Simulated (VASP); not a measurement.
# Na4TiO3 (P6/mmm) in VASP: single point with PBE

Aim: the single point of Na4TiO3 with PBE.

Program: VASP 6.6.1. These are calculated values, not measurements. Logs are shortened: lines on timing, memory, paths and dates and some standing lists are left out, and cuts for length are marked.

### Step 1. The cell of the first run

Symmetry: P6/mmm, No. 191, hexagonal system. The conventional cell has a = 6.841 Å, b = 6.841 Å, c = 4.759 Å, α = 90.00°, β = 90.00°, γ = 120.00°. Within 3.1 Å of Na (site symmetry -6m2) lie 2 Na at 2.38 Å and 6 O at 3.09 Å. Within 2.6 Å of Na (site symmetry -6m2) lie 3 O at 1.97 Å and 2 Na at 2.38 Å. Ti (site symmetry 6/mmm) has 6 O at 3.42 Å and 18 Na at 3.95 to 4.61 Å and 2 Ti at 4.76 Å within 4.8 Å. Within 2.6 Å of O (site symmetry mmm) lie 2 Na at 1.97 Å.

The cell was generated, and may not be a known phase.

### Step 2. Single point, PBE, collinear spin

File INCAR:

```
SYSTEM = Na4TiO3
ALGO = All ; EDIFF = 1E-6
ENCUT = 800 ; GGA = PE
GGA_COMPAT = .FALSE. ; ISEARCH = 1
ISIF = 2 ; ISMEAR = 0
ISPIN = 2 ; KPAR = 4
LASPH = .TRUE. ; LCHARG = .FALSE.
LMAXMIX = 4 ; LORBIT = 11
LREAL = .FALSE. ; LWAVE = .FALSE.
MAGMOM = 0 0 0 0 1 0 0 0 ; NBANDS = 43
NELM = 300 ; PREC = Accurate
SIGMA = 0.15
```

File KPOINTS:

```
k-points
0
G
  3 3 3
  0 0 0
```

File POSCAR:

```
Na4TiO3
1.0
    6.8406315507     -0.0000000035      0.0000000000
   -3.4203157723      5.9241607026      0.0000000000
    0.0000000000      0.0000000000      4.7589842747
Na Ti O
4 1 3
Direct
    0.3333333333      0.6666666667      0.5000000000
    0.6666666667      0.3333333333      0.5000000000
    0.3333333333      0.6666666667      0.0000000000
    0.6666666667      0.3333333333      0.0000000000
    0.0000000000      0.0000000000      0.0000000000
    0.5000000000      0.0000000000      0.0000000000
    0.0000000000      0.5000000000      0.0000000000
    0.5000000000      0.5000000000      0.0000000000
```

Potentials or basis: VASP PAW PBE potentials, release 64 (Na_pv, Ti_sv, O).

Run with:

```
> cat potpaw_PBE.64/Na_pv/POTCAR potpaw_PBE.64/Ti_sv/POTCAR potpaw_PBE.64/O/POTCAR > POTCAR
> mpirun -np 4 vasp_std > vasp.out
```

OUTCAR:

```text
SYSTEM = Na4TiO3
   EDIFF = 1E-6
   ENCUT = 800
   GGA = PE
   ISIF = 2
   ISMEAR = 0
   ISPIN = 2
   LASPH = .TRUE.
   LORBIT = 11
   LREAL = .FALSE.
   NELM = 300
   PREC = Accurate

 ion  position               nearest neighbor table
   1  0.333  0.667  0.500-   3 2.38   3 2.38
   2  0.667  0.333  0.500-   4 2.38   4 2.38
   3  0.333  0.667  0.000-   7 1.97   6 1.97   8 1.97   1 2.38   1 2.38
   4  0.667  0.333  0.000-   7 1.97   6 1.97   8 1.97   2 2.38   2 2.38
   5  0.000  0.000  0.000-
   6  0.500  0.000  0.000-   3 1.97   4 1.97
   7  0.000  0.500  0.000-   3 1.97   4 1.97
   8  0.500  0.500  0.000-   3 1.97   4 1.97

  LATTYP: Found a hexagonal cell.
 ALAT       =     6.8406315507
 C/A-ratio  =     0.6956937001

  Lattice vectors:

 A1 = (   6.8406315507,  -0.0000000035,   0.0000000000)
 A2 = (  -3.4203157723,   5.9241607026,   0.0000000000)
 A3 = (   0.0000000000,   0.0000000000,   4.7589842747)

Analysis of symmetry for initial positions (statically):
=====================================================================
 Subroutine PRICEL returns:
 Original cell was already a primitive cell.

 Routine SETGRP: Setting up the symmetry group for a
 hexagonal supercell.

 Subroutine GETGRP returns: Found 24 space group operations
 (whereof 24 operations were pure point group operations)
 out of a pool of 24 trial point group operations.

The static configuration has the point symmetry D_6h.

Analysis of symmetry for dynamics (positions and initial velocities):
=====================================================================
 Subroutine PRICEL returns:
 Original cell was already a primitive cell.

 Routine SETGRP: Setting up the symmetry group for a
 hexagonal supercell.

 Subroutine GETGRP returns: Found 24 space group operations
 (whereof 24 operations were pure point group operations)
 out of a pool of 24 trial point group operations.

The dynamic configuration has the point symmetry D_6h.

Analysis of structural, dynamic, and magnetic symmetry:
=====================================================================
 Subroutine PRICEL returns:
 Original cell was already a primitive cell.

 Routine SETGRP: Setting up the symmetry group for a
 hexagonal supercell.

 Subroutine GETGRP returns: Found 24 space group operations
 (whereof 24 operations were pure point group operations)
 out of a pool of 24 trial point group operations.

The overall configuration has the point symmetry D_6h.

 Subroutine INISYM returns: Found 24 space group operations
 (whereof 24 operations are pure point group operations),
 and found     1 'primitive' translations

----------------------------------------------------------------------------------------

                                     Primitive cell

  volume of cell :     192.8578

  direct lattice vectors                    reciprocal lattice vectors
     6.840631551 -0.000000003  0.000000000     0.146185333  0.084400141  0.000000000
    -3.420315772  5.924160703  0.000000000     0.000000000  0.168800283  0.000000000
     0.000000000  0.000000000  4.758984275     0.000000000  0.000000000  0.210128873

  length of vectors
     6.840631551  6.840631551  4.758984275     0.168800283  0.168800283  0.210128873

  position of ions in fractional coordinates (direct lattice)
     0.333333333  0.666666667  0.500000000
     0.666666667  0.333333333  0.500000000
     0.333333333  0.666666667  0.000000000
     0.666666667  0.333333333  0.000000000
     0.000000000  0.000000000  0.000000000
     0.500000000  0.000000000  0.000000000
     0.000000000  0.500000000  0.000000000
     0.500000000  0.500000000  0.000000000

  ion indices of the primitive-cell ions
   primitive index   ion index
                 1           1
                 2           2
                 3           3
                 4           4
                 5           5
                 6           6
                 7           7
                 8           8

----------------------------------------------------------------------------------------
[... 35 lines left out ...]
   total plane-waves  NPLWV = 196608
   dimension x,y,z NGX =    64 NGY =   64 NGZ =   48
   dimension x,y,z NGXF=   128 NGYF=  128 NGZF=   96
   ions per type =               4   1   3
   NGX,Y,Z   is equivalent  to a cutoff of  15.55, 15.55, 16.77 a.u.
   NGXF,Y,Z  is equivalent  to a cutoff of  31.11, 31.11, 33.54 a.u.
 SYSTEM =  Na4TiO3
   PREC   = accura    normal or accurate (medium, high low for compatibility)
   ISTART =      0    job   : 0-new  1-cont  2-samecut
   ICHARG =      2    charge: 1-file 2-atom 10-const
   ISPIN  =      2    spin polarized calculation?
   LNONCOLLINEAR =      F non collinear calculations
   LSORBIT =      F    spin-orbit coupling
   LASPH  =      T    aspherical Exc in radial PAW
   ENCUT  =  800.0 eV  58.80 Ry    7.67 a.u.  15.78 15.78 10.98*2*pi/ulx,y,z
   NELM   =    300;   NELMIN=  2; NELMDL= -5     # of ELM steps
   EDIFF  = 0.1E-05   stopping-criterion for ELM
   LREAL  =      F    real-space projection
   EDIFFG = 0.1E-04   stopping-criterion for IOM
   NSW    =      0    number of steps for IOM
   IBRION =     -1    ionic relax: 0-MD 1-quasi-New 2-CG
   NFREE  =      0    steps in history (QN), initial steepest desc. (CG)
   ISIF   =      2    stress and relaxation
   ISYM   =      2    0-nonsym 1-usesym 2-fastsym
   POTIM  = 0.5000    time-step for ionic-motion
   TEBEG  =    0.0;   TEEND  =   0.0 temperature during run
   PSTRESS=    0.0 pullay stress
   NELECT =      58.0000    total number of electrons
   NUPDOWN=      -1.0000    fix difference up-down
   EMIN   =  10.00;   EMAX   =-10.00  energy-range for DOS
   EFERMI =   0.00;   METHOD = LEGACY
   ISMEAR =     0;   SIGMA  =   0.15  broadening in eV -4-tet -1-fermi 0-gaus
   EFERMI_NEDOS =   21; number of points for ismear=-14 and -15
   IALGO  =     58    algorithm
   IMIX   =      4    mixing-type and parameters
     AMIX     =   0.40;   BMIX     =  1.00
     AMIX_MAG =   1.60;   BMIX_MAG =  1.00
  volume/ion in A,a.u.               =      24.11       162.68
  Fermi-wavevector in a.u.,A,eV,Ry     =   1.096828  2.072704 16.368229  1.203031
  Thomas-Fermi vector in A             =   2.233177
   LORBIT       =     11    0 simple, 1 ext, 2 COOP (PROOUT), +10 PAW based schemes
   GGA     = PE    functional components
   LHFCALC =     F    Hartree Fock is set to
   AEXX    =    0.0000 exact exchange contribution
   IVDW    =     0    specifies the selected vdW correction
   LEPSILON=     F    determine dielectric tensor
   LRPA    =     F    only Hartree local field effects (RPA)
 spin polarized calculation
 Gauss-broadening in eV      SIGMA  =   0.15
  energy-cutoff  :      800.00
  volume of cell :      192.86
 maximum number of plane-waves:      9958
 NGX is ok and might be reduce to    64
   NGX = 31   NGY = 31   NGZ = 21

 number of electron      57.9999991 magnetization       1.9263285

 Free energy of the ion-electron system (eV)
  ---------------------------------------------------
  ext. energy  EPLUGINS =         0.00000000
  ---------------------------------------------------
  free energy    TOTEN  =       -27.12061337 eV

  energy without entropy =      -26.99301785  energy(sigma->0) =      -27.05681561

 E-fermi :  -0.0781     XC(G=0):  -7.1510

 val. band max:       -0.0910221625   @ k =   0.3333   0.0000   0.3333
 cond. band min:      -0.0566301201   @ k =   0.3333   0.0000   0.0000
 fundamental gap:      0.0343920424
 Fermi energy:        -0.0780975431

 spin component 1

 k-point     1 :       0.0000    0.0000    0.0000
  band No.  band energies     occupation
      1     -58.3761      1.00000
      2     -34.7038      1.00000
      3     -34.7038      1.00000
      4     -34.5914      1.00000
      5     -25.0780      1.00000
      6     -25.0763      1.00000
[... 253 lines left out ...]
     40       6.3375      0.00000
     41       6.3375      0.00000
 Fermi energy:        -0.0780975431

 spin component 2

 k-point     1 :       0.0000    0.0000    0.0000
  band No.  band energies     occupation
      1     -56.4847      1.00000
      2     -32.9094      1.00000
      3     -32.9094      1.00000
      4     -32.5090      1.00000
      5     -25.0761      1.00000
      6     -25.0744      1.00000
[... 253 lines left out ...]
     40       6.5625      0.00000
     41       6.5625      0.00000
 [bands above 41 left out]

------------------------ aborting loop because EDIFF is reached ----------------------------------------

  FORCE on cell =-STRESS in cart. coord.  units (eV):
  Direction    XX          YY          ZZ          XY          YZ          ZX
  --------------------------------------------------------------------------------------
  -------------------------------------------------------------------------------------
  Total        0.8282835      0.8282835      0.0470531      0.0000000     -0.0000000      0.0000000
  in kB        6.8810116      6.8810116      0.3908966      0.0000000     -0.0000000      0.0000000
  external PRESSURE =       4.7176399 kB  Pullay stress =       0.0000000 kB

 VOLUME and BASIS-vectors are now :
 -----------------------------------------------------------------------------
  energy-cutoff  :      800.00
  volume of cell :      192.86
      direct lattice vectors                 reciprocal lattice vectors
     6.840631551 -0.000000003  0.000000000     0.146185333  0.084400141  0.000000000
    -3.420315772  5.924160703  0.000000000     0.000000000  0.168800283  0.000000000
     0.000000000  0.000000000  4.758984275     0.000000000  0.000000000  0.210128873

 POSITION                                       TOTAL-FORCE (eV/Angst)
 -----------------------------------------------------------------------------------
      0.00000      3.94944      2.37949        -0.000000     -0.000000     -0.000000
      3.42032      1.97472      2.37949         0.000000      0.000000     -0.000000
      0.00000      3.94944      0.00000        -0.000000      0.000000      0.000000
      3.42032      1.97472      0.00000         0.000000      0.000000     -0.000000
      0.00000      0.00000      0.00000         0.000000     -0.000000     -0.000000
      3.42032     -0.00000      0.00000         0.000000     -0.000000     -0.000000
     -1.71016      2.96208      0.00000         0.000000     -0.000000     -0.000000
      1.71016      2.96208      0.00000         0.000000     -0.000000     -0.000000
 -----------------------------------------------------------------------------------
    total drift:                               -0.000000      0.000000      0.000000

  FREE ENERGIE OF THE ION-ELECTRON SYSTEM (eV)
  ---------------------------------------------------
  free  energy   TOTEN  =       -27.1206133660 eV

  energy  without entropy=      -26.9930089520  energy(sigma->0) =      -27.05681116

 total charge

# of ion       s       p       d       tot
------------------------------------------
    1        0.040   5.962   0.000   6.002
    2        0.040   5.962   0.000   6.002
    3        0.139   6.080   0.000   6.219
    4        0.139   6.080   0.000   6.219
    5        2.098   5.943   1.930   9.971
    6        1.572   3.295   0.000   4.867
    7        1.572   3.295   0.000   4.867
    8        1.572   3.295   0.000   4.867
--------------------------------------------------
tot          7.172  39.909   1.930  49.012

 magnetization (x)

# of ion       s       p       d       tot
------------------------------------------
    1        0.001   0.001   0.000   0.002
    2        0.001   0.001   0.000   0.002
    3        0.002  -0.002   0.000  -0.000
    4        0.002  -0.002   0.000  -0.000
    5        0.058   0.010   1.837   1.905
    6       -0.002  -0.198   0.000  -0.200
    7       -0.002  -0.198   0.000  -0.200
    8       -0.002  -0.198   0.000  -0.200
--------------------------------------------------
tot          0.059  -0.586   1.837   1.310
```

It took 18 min on 4 MPI ranks of Intel Xeon Platinum 8375C at 2.90GHz (Ice Lake), shared host; peak memory 0.8 GiB.

Results:

- Free energy: -27.1206 eV
- Pressure: 0.5 GPa
- Net moment: 1.93 μB per cell
- Site moments: Na +0.00, -0.00 (each value once); Ti +1.91; O -0.20 μB
- Valence electrons inside the program's atomic spheres: Na 6.00, 6.22 (each value once); Ti 9.97; O 4.87

Levels at points of the mesh, in eV from the Fermi level:
Spin up:
```tsv
k point	band 25	band 26	band 27	band 28	band 29	band 30	band 31	band 32	band 33	band 34
(0.00, 0.00, 0.00)	-0.63	-0.63	-0.13	-0.12	-0.12	-0.05	-0.05	-0.04	0.07	0.07
```
Spin down:
| k point | band 26 | band 27 | band 28 | band 29 | band 30 | band 31 |
| --- | --- | --- | --- | --- | --- | --- |
| (0.00, 0.00, 0.00) | -0.64 | -0.39 | -0.39 | -0.29 | 1.55 | 1.55 |

Caveat: the k points lie up to 0.44 Å⁻¹ apart.
